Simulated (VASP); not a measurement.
# Pt (Pm-3m) in VASP: a series of runs

The runs below take Pt through single point, with r2SCAN.

Program: VASP 6.6.1. These are calculated values, not measurements. Logs are shortened: lines on timing, memory, paths and dates and some standing lists are left out, and cuts for length are marked.

**1. The cell of the first run**

It takes space group Pm-3m (No. 221, cubic). The conventional cell has a = 2.604 Å, b = 2.604 Å, c = 2.604 Å, α = 90.00°, β = 90.00°, γ = 90.00°. Pt (site symmetry m-3m) has 6 Pt at 2.60 Å within 3.4 Å.

This isn't the form of Pt at room conditions, which is fcc.

**2. Single point, r2SCAN**

POSCAR reads:

```
Pt
1.0
    2.6041501060      0.0000000000      0.0000000000
    0.0000000000      2.6041501060      0.0000000000
    0.0000000000      0.0000000000      2.6041501060
Pt
1
Direct
    0.0000000000      0.0000000000      0.0000000000
```

INCAR.step1 reads:

```
ALGO = Normal ; EDIFF = 1E-5
ENCUT = 550 ; GGA = PE
GGA_COMPAT = F ; ISMEAR = -1
LASPH = T ; LCHARG = F
LREAL = F ; LWAVE = T
NBANDS = 11 ; NELM = 120
PREC = Accurate ; SIGMA = 0.1
```

INCAR.step2 reads:

```
ALGO = Normal ; EDIFF = 1E-6
ENCUT = 550 ; GGA_COMPAT = F
ISIF = 2 ; ISMEAR = -1
ISTART = 1 ; LASPH = T
LCHARG = F ; LMIXTAU = T
LREAL = F ; LWAVE = F
METAGGA = R2SCAN ; NBANDS = 11
NELM = 120 ; PREC = Accurate
SIGMA = 0.1
```

KPOINTS reads:

```
k-points
0
Gamma
  12 12 12
```

Potentials or basis: VASP PAW PBE potentials, release 64 (Pt).

On the command line:

```sh
$ cat potpaw_PBE.64/Pt/POTCAR > POTCAR
$ cp INCAR.step1 INCAR
$ mpirun -np 1 vasp_std > vasp.out
$ cp INCAR.step2 INCAR
$ mpirun -np 1 vasp_std > vasp.out
```

OUTCAR:

```text
EDIFF = 1E-6
   ENCUT = 550
   ISIF = 2
   ISMEAR = -1
   ISTART = 1
   LASPH = T
   LREAL = F
   METAGGA = R2SCAN
   NELM = 120
   PREC = Accurate

 ion  position               nearest neighbor table
   1  0.000  0.000  0.000-

  LATTYP: Found a simple cubic cell.
 ALAT       =     2.6041501060

  Lattice vectors:

 A1 = (   2.6041501060,   0.0000000000,   0.0000000000)
 A2 = (   0.0000000000,   2.6041501060,   0.0000000000)
 A3 = (   0.0000000000,   0.0000000000,   2.6041501060)

Analysis of symmetry for initial positions (statically):
=====================================================================
 Subroutine PRICEL returns:
 Original cell was already a primitive cell.

 Routine SETGRP: Setting up the symmetry group for a
 simple cubic supercell.

 Subroutine GETGRP returns: Found 48 space group operations
 (whereof 48 operations were pure point group operations)
 out of a pool of 48 trial point group operations.

The static configuration has the point symmetry O_h .

Analysis of symmetry for dynamics (positions and initial velocities):
=====================================================================
 Subroutine PRICEL returns:
 Original cell was already a primitive cell.

 Routine SETGRP: Setting up the symmetry group for a
 simple cubic supercell.

 Subroutine GETGRP returns: Found 48 space group operations
 (whereof 48 operations were pure point group operations)
 out of a pool of 48 trial point group operations.

The dynamic configuration has the point symmetry O_h .

 Subroutine INISYM returns: Found 48 space group operations
 (whereof 48 operations are pure point group operations),
 and found     1 'primitive' translations

----------------------------------------------------------------------------------------

                                     Primitive cell

  volume of cell :      17.6603

  direct lattice vectors                    reciprocal lattice vectors
     2.604150106  0.000000000  0.000000000     0.384002442  0.000000000  0.000000000
     0.000000000  2.604150106  0.000000000     0.000000000  0.384002442  0.000000000
     0.000000000  0.000000000  2.604150106     0.000000000  0.000000000  0.384002442

  length of vectors
     2.604150106  2.604150106  2.604150106     0.384002442  0.384002442  0.384002442

  position of ions in fractional coordinates (direct lattice)
     0.000000000  0.000000000  0.000000000

  ion indices of the primitive-cell ions
   primitive index   ion index
                 1           1

----------------------------------------------------------------------------------------

 KPOINTS: k-points

Automatic generation of k-mesh.
 Grid dimensions read from file:
 generate k-points for:   12   12   12

 Generating k-lattice:

  Cartesian coordinates                     Fractional coordinates (reciprocal lattice)
     0.032000203  0.000000000  0.000000000     0.083333333  0.000000000  0.000000000
     0.000000000  0.032000203  0.000000000     0.000000000  0.083333333  0.000000000
     0.000000000  0.000000000  0.032000203     0.000000000  0.000000000  0.083333333

  Length of vectors
     0.032000203  0.032000203  0.032000203

  Shift w.r.t. Gamma in fractional coordinates (k-lattice)
     0.000000000  0.000000000  0.000000000

 Subroutine IBZKPT returns following result:
 ===========================================

 Found     84 irreducible k-points:

 Following reciprocal coordinates:
            Coordinates               Weight
  0.000000  0.000000  0.000000      1.000000
  0.083333  0.000000  0.000000      6.000000
  0.166667  0.000000  0.000000      6.000000
  0.250000  0.000000  0.000000      6.000000
  0.333333  0.000000  0.000000      6.000000
  0.416667  0.000000  0.000000      6.000000
[... 16 lines left out ...]
  0.333333  0.333333  0.000000     12.000000
  0.416667  0.333333  0.000000     24.000000
 [... further k-points ...]
   k-points           NKPTS =     84   k-points in BZ     NKDIM =     84   number of bands    NBANDS=     11
   number of dos      NEDOS =    301   number of ions     NIONS =      1
   total plane-waves  NPLWV =   8000
   dimension x,y,z NGX =    20 NGY =   20 NGZ =   20
   dimension x,y,z NGXF=    40 NGYF=   40 NGZF=   40
   ions per type =               1
   NGX,Y,Z   is equivalent  to a cutoff of  12.77, 12.77, 12.77 a.u.
   NGXF,Y,Z  is equivalent  to a cutoff of  25.54, 25.54, 25.54 a.u.
 SYSTEM =  unknown system
   PREC   = accura    normal or accurate (medium, high low for compatibility)
   ISTART =      1    job   : 0-new  1-cont  2-samecut
   ICHARG =      0    charge: 1-file 2-atom 10-const
   ISPIN  =      1    spin polarized calculation?
   LNONCOLLINEAR =      F non collinear calculations
   LSORBIT =      F    spin-orbit coupling
   LASPH  =      T    aspherical Exc in radial PAW
   ENCUT  =  550.0 eV  40.42 Ry    6.36 a.u.   4.98  4.98  4.98*2*pi/ulx,y,z
   NELM   =    120;   NELMIN=  2; NELMDL=  0     # of ELM steps
   EDIFF  = 0.1E-05   stopping-criterion for ELM
   LREAL  =      F    real-space projection
   EDIFFG = 0.1E-04   stopping-criterion for IOM
   NSW    =      0    number of steps for IOM
   IBRION =     -1    ionic relax: 0-MD 1-quasi-New 2-CG
   NFREE  =      0    steps in history (QN), initial steepest desc. (CG)
   ISIF   =      2    stress and relaxation
   ISYM   =      2    0-nonsym 1-usesym 2-fastsym
   POTIM  = 0.5000    time-step for ionic-motion
   TEBEG  =    0.0;   TEEND  =   0.0 temperature during run
   PSTRESS=    0.0 pullay stress
   NELECT =      10.0000    total number of electrons
   NUPDOWN=      -1.0000    fix difference up-down
   EMIN   =  10.00;   EMAX   =-10.00  energy-range for DOS
   EFERMI =   0.00;   METHOD = LEGACY
   ISMEAR =    -1;   SIGMA  =   0.10  broadening in eV -4-tet -1-fermi 0-gaus
   EFERMI_NEDOS =   21; number of points for ismear=-14 and -15
   IALGO  =     38    algorithm
   IMIX   =      4    mixing-type and parameters
     AMIX     =   0.40;   BMIX     =  1.00
     AMIX_MAG =   1.60;   BMIX_MAG =  1.00
  volume/ion in A,a.u.               =      17.66       119.18
  Fermi-wavevector in a.u.,A,eV,Ry     =   1.354385  2.559417 24.957967  1.834359
  Thomas-Fermi vector in A             =   2.481561
   LORBIT       =      0    0 simple, 1 ext, 2 COOP (PROOUT), +10 PAW based schemes
   METAGGA = R2SCAN    functional components
   LHFCALC =     F    Hartree Fock is set to
   AEXX    =    0.0000 exact exchange contribution
   IVDW    =     0    specifies the selected vdW correction
   LEPSILON=     F    determine dielectric tensor
   LRPA    =     F    only Hartree local field effects (RPA)
 non-spin polarized calculation
  energy-cutoff  :      550.00
  volume of cell :       17.66
 maximum number of plane-waves:       552
 NGX is ok and might be reduce to    20
   NGX =  9   NGY =  9   NGZ =  9

 number of electron      10.0000001 magnetization

 Free energy of the ion-electron system (eV)
  ---------------------------------------------------
  ext. energy  EPLUGINS =         0.00000000
  ---------------------------------------------------
  free energy    TOTEN  =       -51.09400578 eV

  energy without entropy =      -51.05278112  energy(sigma->0) =      -51.07339345

 E-fermi :   8.2704     XC(G=0): -13.3044

 val. band max:        8.2687871261   @ k =   0.3333   0.2500   0.1667
 cond. band min:       8.2858680371   @ k =   0.1667   0.0833   0.0833
 fundamental gap:      0.0170809109
 Fermi energy:         8.2704065726

 k-point     1 :       0.0000    0.0000    0.0000
  band No.  band energies     occupation
      1      -0.4258      2.00000
      2       2.3157      2.00000
      3       2.3157      2.00000
      4       8.5943      0.07546
      5       8.5943      0.07546
      6       8.5943      0.07546
      7      24.3547      0.00000
      8      24.3547      0.00000
      9      24.3547      0.00000
     10      30.5628      0.00000
     11      33.3492      0.00000

 k-point     2 :       0.0833    0.0000    0.0000
  band No.  band energies     occupation
      1      -0.2202      2.00000
      2       2.3539      2.00000
      3       2.5056      2.00000
      4       8.4073      0.40545
      5       8.4073      0.40545
      6       8.6090      0.06550
      7      23.0255      0.00000
      8      24.7217      0.00000
      9      24.7217      0.00000
     10      31.3309      0.00000
     11      32.1362      0.00000

 k-point     3 :       0.1667    0.0000    0.0000
  band No.  band energies     occupation
      1       0.3199      2.00000
      2       2.4599      2.00000
      3       3.1078      2.00000
      4       7.9285      1.93662
      5       7.9285      1.93662
      6       8.6493      0.04425
      7      20.5627      0.00000
      8      25.7198      0.00000
      9      25.7198      0.00000
     10      30.1589      0.00000
     11      31.7759      0.00000

 k-point     4 :       0.2500    0.0000    0.0000
  band No.  band energies     occupation
      1       0.9986      2.00000
      2       2.6088      2.00000
      3       4.1789      2.00000
      4       7.3357      1.99983
      5       7.3357      1.99983
      6       8.7048      0.02563
      7      18.0645      0.00000
      8      27.1100      0.00000
      9      27.1100      0.00000
     10      28.3624      0.00000
     11      31.5380      0.00000

 k-point     5 :       0.3333    0.0000    0.0000
  band No.  band energies     occupation
      1       1.6204      2.00000
      2       2.7630      2.00000
      3       5.6530      2.00000
      4       6.7984      2.00000
      5       6.7984      2.00000
      6       8.7610      0.01470
      7      15.8088      0.00000
      8      26.9728      0.00000
      9      28.6170      0.00000
     10      28.6170      0.00000
     11      30.6468      0.00000
[... 211 lines left out ...]
 k-point    21 :       0.4167    0.2500    0.0000
  band No.  band energies     occupation
      1       2.8706      2.00000
      2       3.6464      2.00000
      3       5.4362      2.00000
      4       6.6321      2.00000
      5       7.6605      1.99552
      6       9.4282      0.00002
      7      14.9376      0.00000
      8      23.0113      0.00000
      9      26.3832      0.00000
     10      29.4681      0.00000
     11      33.2208      0.00000

 k-point    22 :       0.5000    0.2500    0.0000
  band No.  band energies     occupation
      1       2.9884      2.00000
      2       3.5521      2.00000
      3       5.4423      2.00000
      4       6.5088      2.00000
      5       7.6824      1.99443
      6      11.0433      0.00000
      7      13.2466      0.00000
      8      24.1951      0.00000
      9      25.1913      0.00000
     10      28.7394      0.00000
     11      34.5550      0.00000

 k-point    23 :       0.3333    0.3333    0.0000
  band No.  band energies     occupation
      1       2.8385      2.00000
      2       3.3934      2.00000
      3       6.7693      2.00000
      4       7.0211      1.99999
      5       7.1502      1.99997
      6       8.1077      1.67144
      7      17.1997      0.00000
      8      20.3644      0.00000
      9      26.5215      0.00000
     10      31.2901      0.00000
     11      32.9409      0.00000

 k-point    24 :       0.4167    0.3333    0.0000
  band No.  band energies     occupation
      1       2.8765      2.00000
      2       3.1867      2.00000
      3       6.7342      2.00000
      4       7.1610      1.99997
      5       7.2935      1.99989
      6      10.0885      0.00000
      7      15.2610      0.00000
      8      20.9683      0.00000
      9      24.9675      0.00000
     10      30.2156      0.00000
     11      33.2388      0.00000

 [... further k-points ...]

------------------------ aborting loop because EDIFF is reached ----------------------------------------

  FORCE on cell =-STRESS in cart. coord.  units (eV):
  Direction    XX          YY          ZZ          XY          YZ          ZX
  --------------------------------------------------------------------------------------
  -------------------------------------------------------------------------------------
  Total        0.0572009      0.0572009      0.0572009      0.0000000      0.0000000     -0.0000000
  in kB        5.1893834      5.1893834      5.1893834      0.0000000      0.0000000     -0.0000000
  external PRESSURE =       5.1893834 kB  Pullay stress =       0.0000000 kB

 VOLUME and BASIS-vectors are now :
 -----------------------------------------------------------------------------
  energy-cutoff  :      550.00
  volume of cell :       17.66
      direct lattice vectors                 reciprocal lattice vectors
     2.604150106  0.000000000  0.000000000     0.384002442  0.000000000  0.000000000
     0.000000000  2.604150106  0.000000000     0.000000000  0.384002442  0.000000000
     0.000000000  0.000000000  2.604150106     0.000000000  0.000000000  0.384002442

 POSITION                                       TOTAL-FORCE (eV/Angst)
 -----------------------------------------------------------------------------------
      0.00000      0.00000      0.00000         0.000000      0.000000      0.000000
 -----------------------------------------------------------------------------------
    total drift:                                0.000000      0.000000      0.000000

  FREE ENERGIE OF THE ION-ELECTRON SYSTEM (eV)
  ---------------------------------------------------
  free  energy   TOTEN  =       -51.0940057839 eV

  energy  without entropy=      -51.0527811193  energy(sigma->0) =      -51.07339345
```

It took 70 s on 1 thread of Intel Xeon 8259CL, shared host; peak memory 0.14 GiB.

Results:

* Free energy: -51.0940 eV
* Pressure: 0.5 GPa
* Band gap on the k mesh: zero (bands 5 and 6 overlap by 3.29 eV)

Caveat: the PAW data sets were made with another functional, which shifts forces and pressure a little; spin-orbit coupling is left out, which moves the levels of the heavy elements.

**3. Single point, r2SCAN (15.54 Å³/atom)**

This run uses another cell than the first one, of 15.54 Å³/atom.

POSCAR reads:

```
Pt
1.0
    2.4955153057      0.0000000000      0.0000000000
    0.0000000000      2.4955153057      0.0000000000
    0.0000000000      0.0000000000      2.4955153057
Pt
1
Direct
    0.0000000000      0.0000000000      0.0000000000
```

INCAR.step1 reads:

```
SYSTEM = Pt
  PREC = Accurate
  ENCUT = 550
  ISMEAR = -1
  SIGMA = 0.1
  LREAL = .FALSE.
  LASPH = .TRUE.
  NELM = 120
  NBANDS = 11
  GGA = PE
  ALGO = Normal
  EDIFF = 1E-5
  LWAVE = .TRUE.
  LCHARG = .FALSE.
  GGA_COMPAT = .FALSE.
```

INCAR.step2 reads:

```
SYSTEM = Pt
  PREC = Accurate
  ENCUT = 550
  EDIFF = 1E-6
  ISMEAR = -1
  SIGMA = 0.1
  LREAL = .FALSE.
  LASPH = .TRUE.
  NELM = 120
  ALGO = Normal
  ISIF = 2
  LWAVE = .FALSE.
  LCHARG = .TRUE.
  METAGGA = R2SCAN
  LMIXTAU = .TRUE.
  LELF = .TRUE.
  LVHAR = .TRUE.
  NBANDS = 11
  ISTART = 1
  GGA_COMPAT = .FALSE.
```

KPOINTS reads:

```
regular mesh
0
G
  14 14 14
  0 0 0
```

Potentials or basis: VASP PAW PBE potentials, release 64 (Pt).

On the command line:

```sh
$ cat potpaw_PBE.64/Pt/POTCAR > POTCAR
$ cp INCAR.step1 INCAR
$ mpirun -np 1 vasp_std > vasp.out
$ cp INCAR.step2 INCAR
$ mpirun -np 1 vasp_std > vasp.out
```

It took 94 s on 1 thread of Intel Xeon 8259CL, shared host; peak memory 0.15 GiB.

The run converged. Its results:

| Property | Result |
| --- | --- |
| Free energy | -50.8560 eV |
| Pressure | 37.9 GPa |
| Band gap on the k mesh | zero (bands 5 and 6 overlap by 4.25 eV) |

Levels at points of the mesh, in eV from the Fermi level:
| k point | band 2 | band 3 | band 4 | band 5 | band 6 | band 7 | band 8 | band 9 |
| --- | --- | --- | --- | --- | --- | --- | --- | --- |
| (0.00, 0.00, 0.00) | -7.24 | -7.24 | 0.40 | 0.40 | 0.40 | 16.77 | 16.77 | 16.77 |
| (0.50, 0.00, 0.00) | -6.50 | -2.47 | -2.47 | -0.93 | 0.69 | 5.75 | 17.40 | 21.40 |
| (0.50, 0.50, 0.00) | -5.81 | -1.93 | -1.93 | 2.63 | 4.88 | 4.88 | 12.03 | 15.29 |
| (0.50, 0.50, 0.50) | -6.31 | -6.31 | 2.83 | 2.83 | 10.19 | 11.59 | 11.59 | 11.59 |

Caveat: the cell stands under pressure; the PAW data sets were made with another functional, which shifts forces and pressure a little; spin-orbit coupling is left out, which moves the levels of the heavy elements.
